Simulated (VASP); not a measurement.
Runs of VASP 6.6.1 on Ga. The structure is that of space group Cmce (No. 64), or close to it. The cells are those of the table. 

```tsv
cell	k mesh	smearing	gap on the mesh (eV)	pressure (GPa)	largest force (eV/Å)
a = 4.510, b = 4.510, c = 4.546 Å, angles 90.0, 90.0, 118.4°, 4 atoms	8 × 8 × 7	fermi-dirac 0.3 eV	none	(a)	0.04
a = 4.510, b = 4.510, c = 4.546 Å, angles 90.0, 90.0, 118.4°, 4 atoms	8 × 8 × 7	methfessel-paxton 0.03 eV	none	0.2	0.01
a = 4.569, b = 4.569, c = 4.606 Å, angles 90.0, 90.0, 118.4°, 4 atoms	11 × 11 × 9	fermi-dirac 0.1 eV	none	-1.7	0.05
a = 4.510, b = 4.510, c = 4.546 Å, angles 90.0, 90.0, 118.4°, 4 atoms	8 × 8 × 7	methfessel-paxton 0.3 eV	none	0.1	0.01
a = 4.510, b = 4.510, c = 4.546 Å, angles 90.0, 90.0, 118.4°, 4 atoms	8 × 8 × 7	fermi-dirac 0.03 eV	none	0.1	0.01
a = 4.510, b = 4.510, c = 4.546 Å, angles 90.0, 90.0, 118.4°, 4 atoms	8 × 8 × 7	methfessel-paxton 1 eV	none	-0.1	0.05
a = 4.510, b = 4.510, c = 4.546 Å, angles 90.0, 90.0, 118.4°, 4 atoms	11 × 11 × 9	fermi-dirac 0.1 eV	none	0.1	0.03
a = 4.510, b = 4.510, c = 4.546 Å, angles 90.0, 90.0, 118.4°, 4 atoms	8 × 8 × 7	methfessel-paxton 0.1 eV	none	0.2	0.01
```

Alike in all rows: task single point; level PBE; potentials or basis VASP PAW PBE potentials, release 64 (Ga_d); no spin polarisation; cutoff (eV) 520.

Question: Fill in the values left out.

Answer: (a) 0.6.

Caveats: so wide a smearing shifts energies and pressures (at least some runs).

A k mesh can miss the band edges, and the runs leave out spin-orbit coupling on Ga.

A gap of «none» marks levels without a gap at the run's occupations.
